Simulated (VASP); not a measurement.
# Hf (Im-3m) in VASP: a series of runs, part 2 of 2

VASP 6.6.1. The steps go on from the part before.

**3. Single point, LDA**

INCAR reads:

```
SYSTEM = Hf
PREC     = Accurate       ! precision mode
ENCUT    = 520            ! plane-wave cutoff, eV
EDIFF    = 1E-6           ! SCF threshold, eV
ISMEAR   = -1             ! smearing method
SIGMA    = 0.1            ! smearing width, eV
LREAL    = .FALSE.        ! projectors in reciprocal space
LASPH    = .TRUE.         ! aspherical terms in the spheres
NELM     = 100            ! most SCF steps
ALGO     = Normal         ! electronic algorithm
ISIF     = 2              ! what is computed and relaxed
LWAVE    = .FALSE.        ! write WAVECAR
LCHARG   = .FALSE.        ! write CHGCAR
GGA      = CA             ! functional
NBANDS   = 11             ! bands
```

KPOINTS reads:

```
Automatic mesh
0
G
  16 16 16
  0 0 0
```

POSCAR reads:

```
Hf
1.0
   -1.6787273622      1.6787273622      1.6787273622
    1.6787273622     -1.6787273622      1.6787273622
    1.6787273622      1.6787273622     -1.6787273622
Hf
1
Direct
    0.0000000000      0.0000000000      0.0000000000
```

Potentials or basis: VASP PAW LDA potentials, release 64 (Hf_pv).

On the command line:

```
cat potpaw_LDA.64/Hf_pv/POTCAR > POTCAR
mpirun -np 1 vasp_std > vasp.out
```

OUTCAR:

```text
SYSTEM = Hf
   PREC = Accurate
   ENCUT = 520
   EDIFF = 1E-6
   ISMEAR = -1
   LREAL = .FALSE.
   LASPH = .TRUE.
   NELM = 100
   ISIF = 2
   GGA = CA

 ion  position               nearest neighbor table
   1  0.000  0.000  0.000-

  LATTYP: Found a body centered cubic cell.
 ALAT       =     3.3574547244

  Lattice vectors:

 A1 = (  -1.6787273622,   1.6787273622,   1.6787273622)
 A2 = (   1.6787273622,  -1.6787273622,   1.6787273622)
 A3 = (   1.6787273622,   1.6787273622,  -1.6787273622)

Analysis of symmetry for initial positions (statically):
=====================================================================
 Subroutine PRICEL returns:
 Original cell was already a primitive cell.

 Routine SETGRP: Setting up the symmetry group for a
 body centered cubic supercell.

 Subroutine GETGRP returns: Found 48 space group operations
 (whereof 48 operations were pure point group operations)
 out of a pool of 48 trial point group operations.

The static configuration has the point symmetry O_h .

Analysis of symmetry for dynamics (positions and initial velocities):
[... 159 lines left out ...]
 E-fermi :   5.6449     XC(G=0): -12.2504

 val. band max:        5.6400693193   @ k =   0.1875   0.0625   0.0625
 cond. band min:       5.6592467260   @ k =  -0.1875   0.3125   0.0625
 fundamental gap:      0.0191774066
 Fermi energy:         5.6449293574

 k-point     1 :       0.0000    0.0000    0.0000
  band No.  band energies     occupation
      1     -23.3618      2.00000
      2     -23.3618      2.00000
      3     -23.3618      2.00000
      4      -1.8039      2.00000
      5       7.2138      0.00000
      6       7.2138      0.00000
      7       7.2138      0.00000
      8      10.5245      0.00000
      9      10.5245      0.00000
     10      18.5727      0.00000
     11      19.8448      0.00000
[... 309 lines left out ...]
 k-point    24 :       0.2500    0.1875   -0.0000
  band No.  band energies     occupation
      1     -24.4936      2.00000
      2     -23.8280      2.00000
      3     -23.4874      2.00000
      4       2.4536      2.00000
      5       4.9892      1.99716
      6       5.6874      0.79064
      7       9.8478      0.00000
      8      11.5301      0.00000
      9      13.3793      0.00000
     10      18.4806      0.00000
     11      18.8054      0.00000

 [... further k-points ...]
[... 5 lines left out ...]
  --------------------------------------------------------------------------------------
  -------------------------------------------------------------------------------------
  Total        1.2056868      1.2056868      1.2056868      0.0000000      0.0000000     -0.0000000
  in kB      102.0809197    102.0809197    102.0809197      0.0000000      0.0000000     -0.0000000
  external PRESSURE =     102.0809197 kB  Pullay stress =       0.0000000 kB

 VOLUME and BASIS-vectors are now :
 -----------------------------------------------------------------------------
  energy-cutoff  :      520.00
  volume of cell :       18.92
      direct lattice vectors                 reciprocal lattice vectors
    -1.678727362  1.678727362  1.678727362     0.000000000  0.297844672  0.297844672
     1.678727362 -1.678727362  1.678727362     0.297844672  0.000000000  0.297844672
     1.678727362  1.678727362 -1.678727362     0.297844672  0.297844672  0.000000000

 POSITION                                       TOTAL-FORCE (eV/Angst)
 -----------------------------------------------------------------------------------
      0.00000      0.00000      0.00000         0.000000      0.000000      0.000000
 -----------------------------------------------------------------------------------
    total drift:                                0.000000      0.000000      0.000000

  FREE ENERGIE OF THE ION-ELECTRON SYSTEM (eV)
  ---------------------------------------------------
  free  energy   TOTEN  =       -10.5294897121 eV

  energy  without entropy=      -10.4817187626  energy(sigma->0) =      -10.50560424
```

stdout:

```text
POSCAR found type information on POSCAR Hf
 POSCAR found :  1 types and       1 ions
 scaLAPACK will be used
 LDA part: xc-table for (Slater(with rela. corr.)+CA(PZ))
 , standard interpolation
 POSCAR, INCAR and KPOINTS ok, starting setup
 FFT: planning ... GRIDC
 FFT: planning ... GRID_SOFT
 FFT: planning ... GRID
 WAVECAR not read
 entering main loop
```

Wall time 41 s (1 thread of AMD EPYC 7R13, shared host); peak memory 0.12 GiB.

Results:

* Free energy: -10.5295 eV
* Pressure: 10.2 GPa
* Band gap on the k mesh: zero (band 5 reaches 7.21 eV, above the bottom of band 6 at 4.71 eV)

Caveat: spin-orbit coupling is left out, which moves the levels of the heavy elements.

**4. Relaxation of cell and atoms, LDA, target pressure 10 GPa, at which the enthalpy is minimised**

INCAR reads:

```
SYSTEM = Hf
  PREC = Accurate
  ENCUT = 600
  EDIFF = 1E-7
  ISMEAR = -1
  SIGMA = 0.1
  LREAL = .FALSE.
  LASPH = .TRUE.
  NELM = 100
  ALGO = Normal
  ISIF = 3
  LWAVE = .FALSE.
  LCHARG = .FALSE.
  GGA = CA
  IBRION = 2
  NSW = 32
  EDIFFG = -0.005
  PSTRESS = 100.0
```

KPOINTS reads:

```
regular mesh
0
G
  16 16 16
  0 0 0
```

POSCAR reads:

```
Hf
1.0
   -1.6785489405      1.6785489405      1.6785489405
    1.6785489405     -1.6785489405      1.6785489405
    1.6785489405      1.6785489405     -1.6785489405
Hf
1
Direct
    0.0000000000      0.0000000000      0.0000000000
```

On the command line:

```
cat potpaw_LDA.64/Hf_pv/POTCAR > POTCAR
mpirun -np 1 vasp_std > vasp.out
```

Wall time 78 s (1 thread of AMD EPYC 7R13, shared host); peak memory 0.13 GiB.

Results (log left out):

| Item | Value |
| --- | --- |
| Free energy | -10.5313 eV |
| Relaxed volume | 18.95 Å³/atom |
| Relaxed cell | a = 2.909 Å, b = 2.909 Å, c = 2.909 Å, α = 109.47°, β = 109.47°, γ = 109.47° |
| Space group after relaxing (to 0.05 Å) | Im-3m (No. 229) |
| Energy change on relaxing (the enthalpy is what falls) | -2.1 meV/atom |
| Ionic steps | 3 |
| Pressure after relaxing | 10.0 GPa |
| Band gap on the k mesh | zero (band 5 reaches 7.20 eV, above the bottom of band 6 at 4.70 eV) |

Step by step:
| step | energy change (eV) | largest force (eV/Å) | pressure (GPa) | volume (Å³) |
| --- | --- | --- | --- | --- |
| 1 | 0.0000 | 0.0000 | 10.25 | 18.92 |
| 2 | -0.0050 | 0.0000 | 9.63 | 19.00 |
| 3 | -0.0021 | 0.0000 | 10.00 | 18.95 |

Final structure:
```
CELL_PARAMETERS angstrom
-1.67952 1.67952 1.67952
1.67952 -1.67952 1.67952
1.67952 1.67952 -1.67952
ATOMIC_POSITIONS crystal
Hf 0.00000 0.00000 0.00000
```

Levels at points of the mesh, in eV from the Fermi level:
| k point | band 3 | band 4 | band 5 | band 6 | band 7 | band 8 |
| --- | --- | --- | --- | --- | --- | --- |
| (0.00, 0.00, 0.00) | -29.01 | -7.45 | 1.57 | 1.57 | 1.57 | 4.87 |
| (0.50, 0.00, 0.00) | -29.03 | -3.90 | -0.87 | 2.03 | 4.81 | 5.98 |
| (0.50, 0.50, 0.50) | -29.99 | -3.36 | -3.36 | 8.06 | 8.06 | 8.06 |

Caveat: the cell is relaxed towards a set pressure, so the enthalpy falls and the energy may rise; spin-orbit coupling is left out, which moves the levels of the heavy elements.

**5. Relaxation of cell and atoms, LDA, target pressure 10 GPa, at which the enthalpy is minimised**

This run uses another cell than the first one, of 19.20 Å³/atom, 1.015 times its volume.

INCAR reads:

```
  ALGO = Normal
  EDIFF = 1E-6
  EDIFFG = -0.005
  ENCUT = 600
  IBRION = 2
  ISIF = 3
  ISMEAR = -1
  LASPH = T
  LCHARG = F
  LREAL = F
  LWAVE = F
  NELM = 60
  NSW = 60
  PREC = Accurate
  PSTRESS = 100.0
  SIGMA = 0.1
```

KPOINTS reads:

```
k-points
0
Gamma
  16 16 16
```

POSCAR reads:

```
Hf
1.0
   -1.6869980771      1.6869980771      1.6869980771
    1.6869980771     -1.6869980771      1.6869980771
    1.6869980771      1.6869980771     -1.6869980771
Hf
1
Direct
    0.0000000000      0.0000000000      0.0000000000
```

On the command line:

```
cat potpaw_LDA.64/Hf_pv/POTCAR > POTCAR
mpirun -np 1 vasp_std > vasp.out
```

Run time: 93 s. Hardware: 1 thread of AMD EPYC 7R13, shared host; peak memory 0.14 GiB.

The run converged. Its results:

```
Free energy                                            : -10.5314 eV
Relaxed volume                                         : 18.95 Å³/atom
Relaxed cell                                           : a = 2.909 Å, b = 2.909 Å, c = 2.909 Å, α = 109.47°, β = 109.47°, γ = 109.47°
Space group after relaxing (to 0.05 Å)                 : Im-3m (No. 229)
Energy change on relaxing (the enthalpy is what falls) : +14.3 meV/atom
Ionic steps                                            : 3
Pressure after relaxing                                : 10.0 GPa
Band gap on the k mesh                                 : zero (band 5 reaches 7.20 eV, above the bottom of band 6 at 4.70 eV)
```

The path:
| step | energy change (eV) | largest force (eV/Å) | pressure (GPa) | volume (Å³) |
| --- | --- | --- | --- | --- |
| 1 | 0.0000 | 0.0000 | 8.10 | 19.20 |
| 2 | 0.0408 | 0.0000 | 12.98 | 18.58 |
| 3 | 0.0143 | 0.0000 | 9.99 | 18.95 |

Final structure:
```
Hf
1.0
    -1.67953    1.67953    1.67953
     1.67953   -1.67953    1.67953
     1.67953    1.67953   -1.67953
Hf
1
Cartesian
  0.0000 0.0000 0.0000
```

Levels at points of the mesh, in eV from the Fermi level:
```tsv
k point	band 3	band 4	band 5	band 6	band 7	band 8
(0.00, 0.00, 0.00)	-29.01	-7.45	1.57	1.57	1.57	4.87
(0.50, 0.00, 0.00)	-29.03	-3.90	-0.87	2.03	4.81	5.98
(0.50, 0.50, 0.50)	-29.99	-3.36	-3.36	8.06	8.06	8.06
```

Caveat: the cell is relaxed towards a set pressure, so the enthalpy falls and the energy may rise; spin-orbit coupling is left out, which moves the levels of the heavy elements.

**6. The runs side by side**

```tsv
task	cell	cutoff (eV)	gap on the mesh (eV)	pressure (GPa)
single point	a = 2.907 Å, angles 109.5°, 1 atom	520	none	10.3
single point	a = 2.908 Å, angles 109.5°, 1 atom	520	none	10.2
relaxation of cell and atoms	relaxed to 10 GPa from a = 2.907 Å, angles 109.5°, 1 atom	600	none	10.0
relaxation of cell and atoms	relaxed to 10 GPa from a = 2.922 Å, angles 109.5°, 1 atom	600	none	10.0
```

Alike in all rows: level LDA; potentials or basis VASP PAW LDA potentials, release 64 (Hf_pv); no spin polarisation; k mesh 16 × 16 × 16; smearing fermi-dirac 0.1 eV.

Caveats: spin-orbit coupling is left out, which moves the levels of the heavy elements; the cell is relaxed towards a set pressure, so the enthalpy falls and the energy may rise (some runs).

Absolute energies hang on the potentials; compare differences alone.
